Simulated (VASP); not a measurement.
**AlN: single point with PBE**

AlN:

```
Al N
1.0
     3.26735    0.00000    0.00000
    -1.63368    2.82961    0.00000
     0.00000    0.00000    4.13097
Al N
2 2
Direct
  0.66667 0.33333 0.25000
  0.33333 0.66667 0.75000
  0.66667 0.33333 0.75000
  0.33333 0.66667 0.25000
```

| Item | Value |
| --- | --- |
| Program | VASP 6.6.1 |
| Task | single point |
| Functional | PBE |
| Potentials or basis | VASP PAW PBE potentials, release 64 (Al, N) |
| Cutoff | 520 eV |
| k mesh | 9 × 9 × 7 |
| Occupations | fermi-dirac, width 0.05 eV |
| Spin | no spin polarisation |
| Dipole correction | no |
| Further INCAR settings | ALGO = Normal; EDIFF = 1e-06; NBANDS = 16 |

The pressure is 9.2 GPa and the band gap on the k mesh is 3.58 eV.

Stress tensor (GPa, compression positive):
```
9.81 0.00 0.00
0.00 9.81 0.00
0.00 0.00 7.98
```

Levels at points of the mesh, in eV from the valence-band top:
| k point | band 5 | band 6 | band 7 | band 8 | band 9 | band 10 | band 11 | band 12 |
| --- | --- | --- | --- | --- | --- | --- | --- | --- |
| (0.00, 0.00, 0.00) | -3.39 | -1.69 | -1.69 | 0.00 | 3.58 | 4.74 | 8.47 | 8.47 |

Run time: 24 s on 1 thread of Intel Xeon 8259CL, on a shared host, peak memory 0.15 GiB.

Caveat: the cell stands under pressure; an odd mesh through Γ misses points on the zone boundary, where band edges can lie.
